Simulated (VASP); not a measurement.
MgO, 4 atoms in the cell. Symmetry: P2/m, No. 10, monoclinic system. The conventional cell has a = 5.085 Å, b = 3.178 Å, c = 5.505 Å, α = 90.00°, β = 90.00°, γ = 90.00°. Within 2.9 Å of Mg (site symmetry 2/m) lie 2 O at 2.20 Å. Mg (site symmetry 2/m) has 4 O at 2.20 Å within 2.9 Å. O (site symmetry m) has 3 Mg at 2.20 Å within 2.9 Å.  This cell differs from its parent crystal: atoms taken out.

```yaml
Program: VASP 6.6.1
Task: single point
Functional: PBE
Potentials_or_basis: VASP PAW PBE potentials, release 64 (Mg, O)
Cutoff: 520 eV
k_mesh: 4 × 6 × 4
Occupations: gaussian, width 0.1 eV
Spin: collinear spin, ferromagnetic start
Starting_moments: "[0.0, 0.0, 1.0, 1.0] μB"
Dipole_correction: no
Further_INCAR_settings: ALGO = Normal; EDIFF = 1e-07; NBANDS = 20
```

Potentials or basis: VASP PAW PBE potentials, release 64 (Mg, O).

The run is started by

```console
$ cat potpaw_PBE.64/Mg/POTCAR potpaw_PBE.64/O/POTCAR > POTCAR
$ mpirun -np 1 vasp_std > vasp.out
```

Hardware: 1 thread of Intel(R) Xeon(R) Platinum 8488C (Sapphire Rapids) (shared host).

Q: How long does it take, and how much memory?

A: It took 78 s on 1 thread of Intel(R) Xeon(R) Platinum 8488C (Sapphire Rapids) (shared host), peak memory 0.27 GiB. Counts: scf iterations 17, k points 40.
